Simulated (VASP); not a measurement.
A run of VASP 6.6.1:

INCAR

```
ALGO = Normal
EDIFF = 1E-8
ENCUT = 520
GGA = PE
ISIF = 2
ISMEAR = -1
LASPH = T
LCHARG = F
LEFG = T
LREAL = F
LWAVE = F
NBANDS = 12
NELM = 100
PREC = Accurate
SIGMA = 0.03
```

The input KPOINTS:

```
k-points
0
Gamma
  10 10 10
```

The input POSCAR:

```
LiF
1.0
    0.0000000000      2.0273381370      2.0273381370
    2.0273381370      0.0000000000      2.0273381370
    2.0273381370      2.0273381370      0.0000000000
Li F
1 1
Direct
    0.0000000000      0.0000000000      0.0000000000
    0.5000000000      0.5000000000      0.5000000000
```

Potentials or basis: VASP PAW PBE potentials, release 64 (Li_sv, F).

The run is started by

```console
$ cat potpaw_PBE.64/Li_sv/POTCAR potpaw_PBE.64/F/POTCAR > POTCAR
$ mpirun -np 1 vasp_std > vasp.out
```

Hardware: 1 thread of Intel(R) Xeon(R) Platinum 8259CL CPU @ 2.50GHz (Skylake/Cascade Lake) (shared host).

Problem. How long does it take, and how much memory?

Solution. Run time: 8.2 s on 1 thread of Intel(R) Xeon(R) Platinum 8259CL CPU @ 2.50GHz (Skylake/Cascade Lake) (shared host), peak memory 0.13 GiB. Counts: scf iterations 15, k points 47.
